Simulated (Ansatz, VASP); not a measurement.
**Sn in VASP and in Ansatz**

```
Sn
1.0
     3.40259    0.00000    0.00000
    -1.70129    2.94673    0.00000
     0.00000    0.00000    5.54378
Sn
2
Direct
  0.33333 0.66667 0.25000
  0.66667 0.33333 0.75000
```

Alike in both runs: task relaxation of cell and atoms; functional PBE; k mesh 12 × 12 × 8; occupations gaussian, width 0.1 eV; no spin polarisation.

|  | VASP | Ansatz |
| --- | --- | --- |
| version | VASP 6.6.1 | Ansatz 0.2.0 |
| potentials or method | VASP PAW PBE potentials, release 64 (Sn_d), cutoff 600 eV | scalar-relativistic, plane waves, PAW |
| valence electrons in the cell | 28 | 28 |

```csv
,VASP,Ansatz,Ansatz less VASP
"gap on the k mesh at the Fermi level, each at its own relaxed structure (eV)",none,none,-
relaxed volume (Å³/atom),27.74,27.75,+0.003
relaxed cell length with the largest relative difference (Å),5.586,5.587,+0.0013
```

A gap of «none» marks a metal or a gap that the smearing closes.
